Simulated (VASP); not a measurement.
# Sn (R-3m) in VASP: further runs

Sn is run at these levels: PBEsol; tasks: electric field gradients.

All numbers are computed with VASP 6.6.1; they aren't measurements. Logs are shortened: lines on timing, memory, paths and dates and some standing lists are left out, and cuts for length are marked.

## (1) The cell of the first run

It takes space group R-3m (No. 166, trigonal). The conventional cell has a = 4.626 Å, b = 4.626 Å, c = 11.331 Å, α = 90.00°, β = 90.00°, γ = 120.00°. Within 3.3 Å of Sn (site symmetry 3m) lie 4 Sn at 2.49 to 2.96 Å.

## (2) Electric field gradients, PBEsol (shortest bond scaled by 0.88)

INCAR

```
SYSTEM = Sn
PREC     = Accurate       ! precision mode
ENCUT    = 520            ! plane-wave cutoff, eV
EDIFF    = 1E-8           ! SCF threshold, eV
ISMEAR   = -1             ! smearing method
SIGMA    = 0.05           ! smearing width, eV
LREAL    = .False.        ! projectors in reciprocal space
LASPH    = .True.         ! aspherical terms in the spheres
NELM     = 100            ! most SCF steps
ALGO     = Normal         ! electronic algorithm
ISIF     = 2              ! what is computed and relaxed
LWAVE    = .False.        ! write WAVECAR
LCHARG   = .False.        ! write CHGCAR
GGA      = PS             ! functional
LEFG     = .True.       
NBANDS   = 21             ! bands
```

KPOINTS

```
Automatic mesh
0
Gamma
  8 8 8
  0 0 0
```

POSCAR

```
Sn
1.0
    0.0000000000      3.2710663102      3.2710663102
    3.2710663102      0.0000000000      3.2710663102
    3.2710663102      3.2710663102      0.0000000000
Sn
2
Direct
   -0.1700000000     -0.1100000000     -0.1100000000
    0.1700000000      0.1100000000      0.1100000000
```

Potentials or basis: VASP PAW PBE potentials, release 64 (Sn_d).

Launch:

```sh
cat potpaw_PBE.64/Sn_d/POTCAR > POTCAR
mpirun -np 1 vasp_std > vasp.out
```

OUTCAR:

```text
SYSTEM = Sn
   PREC = Accurate
   ENCUT = 520
   EDIFF = 1E-8
   ISMEAR = -1
   LREAL = .False.
   LASPH = .True.
   NELM = 100
   ISIF = 2
   GGA = PS

 ion  position               nearest neighbor table
   1  0.830  0.890  0.890-   2 2.49   2 2.96   2 2.96   2 2.96
   2  0.170  0.110  0.110-   1 2.49   1 2.96   1 2.96   1 2.96

  LATTYP: Found a face centered cubic cell.
 ALAT       =     6.5421326204

  Lattice vectors:

 A1 = (   0.0000000000,   3.2710663102,   3.2710663102)
 A2 = (   3.2710663102,   0.0000000000,   3.2710663102)
 A3 = (   3.2710663102,   3.2710663102,   0.0000000000)

Analysis of symmetry for initial positions (statically):
=====================================================================
 Subroutine PRICEL returns:
 Original cell was already a primitive cell.

 Routine SETGRP: Setting up the symmetry group for a
 face centered cubic supercell.

 Subroutine GETGRP returns: Found 12 space group operations
 (whereof  4 operations were pure point group operations)
 out of a pool of 48 trial point group operations.

The static configuration has the point symmetry C_2h.
 The point group associated with its full space group is D_3d.

Analysis of symmetry for dynamics (positions and initial velocities):
=====================================================================
 Subroutine PRICEL returns:
 Original cell was already a primitive cell.

 Routine SETGRP: Setting up the symmetry group for a
 face centered cubic supercell.

 Subroutine GETGRP returns: Found 12 space group operations
 (whereof  4 operations were pure point group operations)
 out of a pool of 48 trial point group operations.

The dynamic configuration has the point symmetry C_2h.
 The point group associated with its full space group is D_3d.

 Subroutine INISYM returns: Found 12 space group operations
 (whereof  4 operations are pure point group operations),
 and found     1 'primitive' translations

----------------------------------------------------------------------------------------

                                     Primitive cell

  volume of cell :      70.0000

  direct lattice vectors                    reciprocal lattice vectors
     0.000000000  3.271066310  3.271066310    -0.152855354  0.152855354  0.152855354
     3.271066310  0.000000000  3.271066310     0.152855354 -0.152855354  0.152855354
     3.271066310  3.271066310  0.000000000     0.152855354  0.152855354 -0.152855354

  length of vectors
     4.625986339  4.625986339  4.625986339     0.264753240  0.264753240  0.264753240

  position of ions in fractional coordinates (direct lattice)
     0.830000000  0.890000000  0.890000000
     0.170000000  0.110000000  0.110000000

  ion indices of the primitive-cell ions
   primitive index   ion index
                 1           1
                 2           2

----------------------------------------------------------------------------------------

 KPOINTS: Automatic mesh

Automatic generation of k-mesh.
 Grid dimensions read from file:
 generate k-points for:    8    8    8

 Generating k-lattice:

  Cartesian coordinates                     Fractional coordinates (reciprocal lattice)
    -0.019106919  0.019106919  0.019106919     0.125000000  0.000000000  0.000000000
     0.019106919 -0.019106919  0.019106919     0.000000000  0.125000000  0.000000000
     0.019106919  0.019106919 -0.019106919     0.000000000  0.000000000  0.125000000

  Length of vectors
     0.033094155  0.033094155  0.033094155

  Shift w.r.t. Gamma in fractional coordinates (k-lattice)
     0.000000000  0.000000000  0.000000000

 Subroutine IBZKPT returns following result:
 ===========================================

 Found     65 irreducible k-points:

 Following reciprocal coordinates:
            Coordinates               Weight
  0.000000  0.000000  0.000000      1.000000
  0.125000  0.000000  0.000000      2.000000
  0.000000  0.125000  0.000000      6.000000
  0.250000  0.000000  0.000000      2.000000
  0.000000  0.250000  0.000000      6.000000
  0.375000  0.000000  0.000000      2.000000
[... 16 lines left out ...]
 -0.250000  0.125000  0.000000      6.000000
  0.000000 -0.250000  0.125000     12.000000
 [... further k-points ...]
   k-points           NKPTS =     65   k-points in BZ     NKDIM =     65   number of bands    NBANDS=     21
   number of dos      NEDOS =    301   number of ions     NIONS =      2
   total plane-waves  NPLWV =  46656
   dimension x,y,z NGX =    36 NGY =   36 NGZ =   36
   dimension x,y,z NGXF=    72 NGYF=   72 NGZF=   72
   ions per type =               2
   NGX,Y,Z   is equivalent  to a cutoff of  12.94, 12.94, 12.94 a.u.
   NGXF,Y,Z  is equivalent  to a cutoff of  25.87, 25.87, 25.87 a.u.
 SYSTEM =  Sn
   PREC   = accura    normal or accurate (medium, high low for compatibility)
   ISTART =      0    job   : 0-new  1-cont  2-samecut
   ICHARG =      2    charge: 1-file 2-atom 10-const
   ISPIN  =      1    spin polarized calculation?
   LNONCOLLINEAR =      F non collinear calculations
   LSORBIT =      F    spin-orbit coupling
   LASPH  =      T    aspherical Exc in radial PAW
   ENCUT  =  520.0 eV  38.22 Ry    6.18 a.u.   8.60  8.60  8.60*2*pi/ulx,y,z
   NELM   =    100;   NELMIN=  2; NELMDL= -5     # of ELM steps
   EDIFF  = 0.1E-07   stopping-criterion for ELM
   LREAL  =      F    real-space projection
   EDIFFG = 0.1E-06   stopping-criterion for IOM
   NSW    =      0    number of steps for IOM
   IBRION =     -1    ionic relax: 0-MD 1-quasi-New 2-CG
   NFREE  =      0    steps in history (QN), initial steepest desc. (CG)
   ISIF   =      2    stress and relaxation
   ISYM   =      2    0-nonsym 1-usesym 2-fastsym
   POTIM  = 0.5000    time-step for ionic-motion
   TEBEG  =    0.0;   TEEND  =   0.0 temperature during run
   PSTRESS=    0.0 pullay stress
   NELECT =      28.0000    total number of electrons
   NUPDOWN=      -1.0000    fix difference up-down
   EMIN   =  10.00;   EMAX   =-10.00  energy-range for DOS
   EFERMI =   0.00;   METHOD = LEGACY
   ISMEAR =    -1;   SIGMA  =   0.05  broadening in eV -4-tet -1-fermi 0-gaus
   EFERMI_NEDOS =   21; number of points for ismear=-14 and -15
   IALGO  =     38    algorithm
   IMIX   =      4    mixing-type and parameters
     AMIX     =   0.40;   BMIX     =  1.00
     AMIX_MAG =   1.60;   BMIX_MAG =  1.00
  volume/ion in A,a.u.               =      35.00       236.19
  Fermi-wavevector in a.u.,A,eV,Ry     =   1.206225  2.279434 19.796173  1.454978
  Thomas-Fermi vector in A             =   2.341898
   LORBIT       =      0    0 simple, 1 ext, 2 COOP (PROOUT), +10 PAW based schemes
   GGA     = PS    functional components
   LHFCALC =     F    Hartree Fock is set to
   AEXX    =    0.0000 exact exchange contribution
   IVDW    =     0    specifies the selected vdW correction
   LEPSILON=     F    determine dielectric tensor
   LRPA    =     F    only Hartree local field effects (RPA)
 non-spin polarized calculation
  energy-cutoff  :      520.00
  volume of cell :       70.00
 maximum number of plane-waves:      1902
 NGX is ok and might be reduce to    36
   NGX = 17   NGY = 17   NGZ = 17

 number of electron      27.9999992 magnetization

 Free energy of the ion-electron system (eV)
  ---------------------------------------------------
  ext. energy  EPLUGINS =         0.00000000
  ---------------------------------------------------
  free energy    TOTEN  =        -7.88533759 eV

  energy without entropy =       -7.88340111  energy(sigma->0) =       -7.88436935

 E-fermi :   5.3605     XC(G=0):  -8.9682

 val. band max:        5.2211237557   @ k =   0.0000   0.2500   0.0000
 cond. band min:       5.3794451349   @ k =   0.1250   0.0000   0.0000
 fundamental gap:      0.1583213792
 Fermi energy:         5.3605245749

 k-point     1 :       0.0000    0.0000    0.0000
  band No.  band energies     occupation
      1     -16.7320      2.00000
      2     -16.4168      2.00000
      3     -16.4168      2.00000
      4     -16.3336      2.00000
      5     -16.3336      2.00000
      6     -16.1127      2.00000
[... 13 lines left out ...]
     20      13.1722      0.00000
     21      13.1724      0.00000

 k-point     2 :       0.1250    0.0000    0.0000
  band No.  band energies     occupation
      1     -16.7407      2.00000
      2     -16.4445      2.00000
      3     -16.4445      2.00000
      4     -16.2992      2.00000
      5     -16.2992      2.00000
      6     -16.1396      2.00000
[... 13 lines left out ...]
     20      12.0813      0.00000
     21      12.0813      0.00000
[... 487 lines left out ...]
      5     -16.2292      2.00000
      6     -16.1994      2.00000
[... 13 lines left out ...]
     20      12.1022      0.00000
     21      13.2618      0.00000

 k-point    24 :       0.0000   -0.2500    0.1250
  band No.  band energies     occupation
      1     -16.7489      2.00000
      2     -16.4272      2.00000
      3     -16.4023      2.00000
      4     -16.3417      2.00000
      5     -16.2833      2.00000
      6     -16.1460      2.00000
[... 13 lines left out ...]
     20      12.1031      0.00000
     21      13.8175      0.00000

 [... further k-points ...]
[... 5 lines left out ...]
  --------------------------------------------------------------------------------------
  -------------------------------------------------------------------------------------
  Total        1.1534682      1.1534682      1.1534682     -2.5039222      2.5039222     -2.5039222
  in kB       26.4008658     26.4008658     26.4008658    -57.3103922     57.3103922    -57.3103922
  external PRESSURE =      26.4008658 kB  Pullay stress =       0.0000000 kB

 VOLUME and BASIS-vectors are now :
 -----------------------------------------------------------------------------
  energy-cutoff  :      520.00
  volume of cell :       70.00
      direct lattice vectors                 reciprocal lattice vectors
     0.000000000  3.271066310  3.271066310    -0.152855354  0.152855354  0.152855354
     3.271066310  0.000000000  3.271066310     0.152855354 -0.152855354  0.152855354
     3.271066310  3.271066310  0.000000000     0.152855354  0.152855354 -0.152855354

 POSITION                                       TOTAL-FORCE (eV/Angst)
 -----------------------------------------------------------------------------------
      5.82250      5.62623      5.62623        -2.278767      2.278767      2.278767
      0.71963      0.91590      0.91590         2.278767     -2.278767     -2.278767
 -----------------------------------------------------------------------------------
    total drift:                                0.000000      0.000000      0.000000

  FREE ENERGIE OF THE ION-ELECTRON SYSTEM (eV)
  ---------------------------------------------------
  free  energy   TOTEN  =        -7.8853375893 eV

  energy  without entropy=       -7.8834011125  energy(sigma->0) =       -7.88436935

 Electric field gradients (V/A^2)
---------------------------------------------------------------------
 ion       V_xx      V_yy      V_zz      V_xy      V_xz      V_yz
---------------------------------------------------------------------
   1      -0.000     0.000     0.000    61.213    61.213   -61.211
   2      -0.000     0.000     0.000    61.213    61.213   -61.211
---------------------------------------------------------------------

 Electric field gradients after diagonalization (V/A^2)
 (convention: |V_zz| > |V_xx| > |V_yy|)
----------------------------------------------------------------------
 ion       V_xx      V_yy      V_zz     asymmetry (V_yy - V_xx)/ V_zz
----------------------------------------------------------------------
   1      61.214    61.211  -122.425       0.000
   2      61.214    61.211  -122.425       0.000
----------------------------------------------------------------------

           NMR quadrupolar parameters

 Cq : quadrupolar parameter    Cq=e*Q*V_zz/h
 eta: asymmetry parameters     (V_yy - V_xx)/ V_zz
 Q  : nuclear electric quadrupole moment in mb (millibarn)
----------------------------------------------------------------------
 ion       Cq(MHz)       eta       Q (mb)
----------------------------------------------------------------------
   1      -0.296       0.000       1.000
   2      -0.296       0.000       1.000
----------------------------------------------------------------------
```

Run time: 79 s. Hardware: 1 thread of Intel Xeon 8259CL, shared host; peak memory 0.24 GiB.

What came out:

```
Free energy                             : -7.8853 eV
Pressure                                : 2.6 GPa
Largest force                           : 3.947 eV/Å
Band gap on the k mesh                  : zero (bands 14 and 15 overlap by 1.14 eV)
Largest electric field gradient by atom : Sn -122.4 V/Å²
```

Forces in eV/Å, atoms in the order of the input:
```
Sn  -2.279  2.279  2.279
Sn   2.279 -2.279 -2.279
```

Electric field gradients, principal values (V/Å²):
| atom | least | middle | greatest (by size) |
| --- | --- | --- | --- |
| 1 Sn | 61.211 | 61.214 | -122.425 |
| 2 Sn | 61.211 | 61.214 | -122.425 |

Caveat: the cell differs from its parent crystal (shortest bond scaled by 0.88); without QUAD_EFG the Cq values of the log hold for a quadrupole moment of 1 mb, not for the nuclei; the PAW data sets were made with another functional, which shifts forces and pressure a little; spin-orbit coupling is left out, which moves the levels of the heavy elements.

## (3) Electric field gradients, PBEsol (shortest bond scaled by 0.88)

INCAR

```
  PREC = Accurate
  ENCUT = 520
  EDIFF = 1E-8
  ISMEAR = -1
  SIGMA = 0.05
  LREAL = F
  LASPH = T
  NELM = 60
  ALGO = Normal
  ISIF = 2
  LWAVE = F
  LCHARG = F
  GGA = PS
  LEFG = T
  NBANDS = 21
```

KPOINTS

```
regular mesh
0
Gamma
  8 8 8
```

POSCAR is that of step 2.

Potentials or basis: VASP PAW PBE potentials, release 64 (Sn_d).

Launch:

```sh
cat potpaw_PBE.64/Sn_d/POTCAR > POTCAR
mpirun -np 1 vasp_std > vasp.out
```

OUTCAR:

```text
PREC = Accurate
   ENCUT = 520
   EDIFF = 1E-8
   ISMEAR = -1
   LREAL = F
   LASPH = T
   NELM = 60
   ISIF = 2
   GGA = PS

 ion  position               nearest neighbor table
   1  0.830  0.890  0.890-   2 2.49   2 2.96   2 2.96   2 2.96
   2  0.170  0.110  0.110-   1 2.49   1 2.96   1 2.96   1 2.96

  LATTYP: Found a face centered cubic cell.
 ALAT       =     6.5421326204

  Lattice vectors:

 A1 = (   0.0000000000,   3.2710663102,   3.2710663102)
 A2 = (   3.2710663102,   0.0000000000,   3.2710663102)
 A3 = (   3.2710663102,   3.2710663102,   0.0000000000)

[... 789 lines left out ...]
  free  energy   TOTEN  =        -7.8853375893 eV

  energy  without entropy=       -7.8834011125  energy(sigma->0) =       -7.88436935

 Electric field gradients (V/A^2)
---------------------------------------------------------------------
 ion       V_xx      V_yy      V_zz      V_xy      V_xz      V_yz
---------------------------------------------------------------------
   1      -0.000     0.000     0.000    61.213    61.213   -61.211
   2      -0.000     0.000     0.000    61.213    61.213   -61.211
---------------------------------------------------------------------

 Electric field gradients after diagonalization (V/A^2)
 (convention: |V_zz| > |V_xx| > |V_yy|)
----------------------------------------------------------------------
 ion       V_xx      V_yy      V_zz     asymmetry (V_yy - V_xx)/ V_zz
----------------------------------------------------------------------
   1      61.214    61.211  -122.425       0.000
   2      61.214    61.211  -122.425       0.000
----------------------------------------------------------------------

           NMR quadrupolar parameters

 Cq : quadrupolar parameter    Cq=e*Q*V_zz/h
 eta: asymmetry parameters     (V_yy - V_xx)/ V_zz
 Q  : nuclear electric quadrupole moment in mb (millibarn)
----------------------------------------------------------------------
 ion       Cq(MHz)       eta       Q (mb)
----------------------------------------------------------------------
   1      -0.296       0.000       1.000
   2      -0.296       0.000       1.000
----------------------------------------------------------------------
```

OSZICAR:

```text
N       E                     dE             d eps       ncg     rms          rms(c)
DAV:   1     0.227098248093E+03    0.22710E+03   -0.14725E+04  2765   0.191E+03
DAV:   2     0.172625310013E+02   -0.20984E+03   -0.20535E+03  2760   0.452E+02
DAV:   3    -0.717271131169E+01   -0.24435E+02   -0.24282E+02  3165   0.141E+02
DAV:   4    -0.796762149297E+01   -0.79491E+00   -0.79447E+00  3055   0.286E+01
DAV:   5    -0.799504485162E+01   -0.27423E-01   -0.27423E-01  3962   0.515E+00    0.332E+00
DAV:   6    -0.791974640206E+01    0.75298E-01   -0.42480E-02  3695   0.277E+00    0.186E+00
DAV:   7    -0.788415668148E+01    0.35590E-01   -0.59517E-02  3579   0.273E+00    0.170E-01
DAV:   8    -0.788510633853E+01   -0.94966E-03   -0.87399E-03  3025   0.111E+00    0.675E-02
DAV:   9    -0.788532274067E+01   -0.21640E-03   -0.38089E-04  3269   0.168E-01    0.168E-02
DAV:  10    -0.788533560378E+01   -0.12863E-04   -0.29797E-05  3495   0.418E-02    0.532E-03
DAV:  11    -0.788533769345E+01   -0.20897E-05   -0.43619E-06  3006   0.173E-02    0.160E-03
DAV:  12    -0.788533759677E+01    0.96680E-07   -0.63136E-07  3191   0.880E-03    0.730E-04
DAV:  13    -0.788533758929E+01    0.74820E-08   -0.50067E-08  2769   0.218E-03
   1 F= -.78853376E+01 E0= -.78843694E+01  d E =-.193648E-02
```

Run time: 76 s. Hardware: 1 thread of Intel Xeon 8259CL, shared host; peak memory 0.24 GiB.

What came out:

```
Free energy                             : -7.8853 eV
Pressure                                : 2.6 GPa
Largest force                           : 3.947 eV/Å
Band gap on the k mesh                  : zero (bands 14 and 15 overlap by 1.14 eV)
Largest electric field gradient by atom : Sn -122.4 V/Å²
```

Forces on the atoms (eV/Å):
```
Sn  -2.279  2.279  2.279
Sn   2.279 -2.279 -2.279
```

Stress tensor (GPa, compression positive):
```
 2.64 -5.73 -5.73
-5.73  2.64  5.73
-5.73  5.73  2.64
```

Electric field gradients, principal values (V/Å²):
| atom | least | middle | greatest (by size) |
| --- | --- | --- | --- |
| 1 Sn | 61.211 | 61.214 | -122.425 |
| 2 Sn | 61.211 | 61.214 | -122.425 |

Caveat: the cell differs from its parent crystal (shortest bond scaled by 0.88); without QUAD_EFG the Cq values of the log hold for a quadrupole moment of 1 mb, not for the nuclei; the PAW data sets were made with another functional, which shifts forces and pressure a little; spin-orbit coupling is left out, which moves the levels of the heavy elements.
